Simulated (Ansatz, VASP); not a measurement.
**Sr2Li in VASP and in Ansatz**

```
Li Sr
1.0
     4.42393   -2.65178    0.00000
     4.42393    2.65178    0.00000
     0.00000    0.00000    8.01980
Li Sr
2 4
Direct
  0.66667 0.33333 0.25000
  0.33333 0.66667 0.75000
  0.16202 0.17131 0.25000
  0.82869 0.83798 0.25000
  0.83798 0.82869 0.75000
  0.17131 0.16202 0.75000
```

Alike in both runs: task relaxation of cell and atoms; functional PBE; k mesh 4 × 4 × 2; occupations gaussian, width 0.1 eV; no spin polarisation.

|  | VASP | Ansatz |
| --- | --- | --- |
| version | VASP 6.6.1 | Ansatz 0.2.0 |
| potentials or method | VASP PAW PBE potentials, release 64 (Li_sv, Sr_sv), cutoff 600 eV | scalar-relativistic, plane waves, PAW |
| valence electrons in the cell | 46 | 46 |

VASP gave:

```
gap on the k mesh at the Fermi level, each at its own relaxed structure (eV) : none
relaxed volume (Å³/atom)                                                     : 40.95
relaxed cell length with the largest relative difference (Å)                 : 7.161
```

Q: Which values does Ansatz return?

A: gap on the k mesh at the Fermi level, each at its own relaxed structure (eV): none; relaxed volume (Å³/atom): 43.69; relaxed cell length with the largest relative difference (Å): 8.258.

A gap of «none» marks a metal or a gap that the smearing closes. One of these differences is far larger than is usual between the two programs; its cause wasn't traced.

The k mesh is coarse, so the values compare programs but aren't converged. Noted on VASP's run: the cutoff is short for stress, so the pressure is rough; the volume moved by over 15 % at a fixed basis, so the end points are rough.
